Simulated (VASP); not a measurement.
Fe:

```xyz
2
Lattice="2.8200 0.0000 0.0000 0.0000 2.8200 0.0000 0.0000 0.0000 2.8200" Properties=species:S:1:pos:R:3 pbc="T T T"
Fe    0.0000    0.0000    0.0000
Fe    1.4100    1.4100    1.4100
```

Base run:

```yaml
Program: VASP 6.6.1
Functional: revPBE
Potentials_or_basis: VASP PAW PBE potentials, release 64 (Fe)
Cutoff: 600 eV
k_mesh: 18 × 18 × 18
Occupations: fermi-dirac, width 0.05 eV
Spin: collinear spin, ferromagnetic start
Starting_moments: "[-2.213, -2.213] μB"
```

Its results: pressure 6.8 GPa; net moment -4.37 μB per cell; site moments Fe -2.18 μB.

Q: The run is repeated on the same cell with these changes: spin from collinear spin, ferromagnetic start to collinear spin, antiferromagnetic start; moments at the start from [-2.21, -2.21] to [1.42, -1.42]. What comes out?

A: Pressure 0.2 GPa; net moment 0.00 μB per cell; site moments Fe +1.49, -1.49 μB.

Caveats: the PAW data sets were made with another functional, which shifts forces and pressure a little; the cell stands under pressure (at least some runs); the antiferromagnetic order is the one typed at the start, and another may lie lower (at least some runs).
